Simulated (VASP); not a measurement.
Set up this calculation in VASP 6.6.1, as the native input.

* Task: single point
* Functional: PBE
* Potentials or basis: VASP PAW PBE potentials, release 64 (Ti_sv, Co)
* Cutoff: 520 eV
* k mesh: 1 × 1 × 1, shifted
* Occupations: fermi-dirac, width 0.2396 eV
* Spin: no spin polarisation
* Dipole correction: no
* Further INCAR settings: LREAL = Auto; ALGO = Normal; EDIFF = 1e-07; NBANDS = 98; ISYM = 0

The structure of TiCo lies in POSCAR:

```
TiCo
1.0
    6.2119360000     -0.0237870000      0.0571590000
   -0.0237870000      6.3309150000     -0.1234120000
    0.0571590000     -0.1234120000      6.2827850000
Ti Co
8 8
Direct
   -0.0505037382      0.3370517885      0.8521744702
    0.2526360525      0.5357283626      0.2960755277
    0.1675155940     -0.0570926387      0.1873858583
    0.1462465169      0.2193995772      0.4964372067
    0.4664244839      0.4241760217      0.8230520468
    0.6650572808      0.8615653613      0.2759808740
    0.6540123271      0.7918300024      0.8841396982
    0.7745908021      0.0602420277      0.5693851936
    0.3693400438      0.8414408968      0.5450872179
    0.8388030180      0.6299406969      0.0775159582
    0.9509165126      0.6656817188      0.4227864992
    0.5661233862      0.1859749928      0.2636250483
    0.3605304683      0.1055283467      0.8569430441
    0.8686778881      0.2442142826      0.2115971203
    0.1652764395      0.7168050652      0.9362826057
    0.6881738358      0.4444357924      0.5120623070
```

The input as run:

INCAR

```
SYSTEM = TiCo
ALGO = Normal
EDIFF = 1E-7
ENCUT = 520
GGA = PE
ISIF = 2
ISMEAR = -1
ISYM = 0
LASPH = .TRUE.
LCHARG = .FALSE.
LREAL = Auto
LWAVE = .FALSE.
NBANDS = 98
NELM = 60
PREC = Accurate
SIGMA = 0.2396
```

KPOINTS

```
Automatic mesh
0
Gamma
  1 1 1
  0.25 0.25 0.25
```

Potentials or basis: VASP PAW PBE potentials, release 64 (Ti_sv, Co).

The run is started by

```sh
$ cat potpaw_PBE.64/Ti_sv/POTCAR potpaw_PBE.64/Co/POTCAR > POTCAR
$ mpirun -np 1 vasp_std > vasp.out
```

It gave:

- Pressure: 1.3 GPa
- Largest force: 5.582 eV/Å

Caveat: the k points lie up to 1.01 Å⁻¹ apart, too coarse for converged energies, forces and pressures; atoms lie so close that the PAW spheres overlap strongly, which falsifies energies and pressures; the atoms stand as in a frame of molecular dynamics; the run has no spin polarisation, though such a crystal can be magnetic.

Wall time 5.2 min on 1 thread of Intel Xeon 8259CL, with other jobs on the host, peak memory 0.34 GiB.
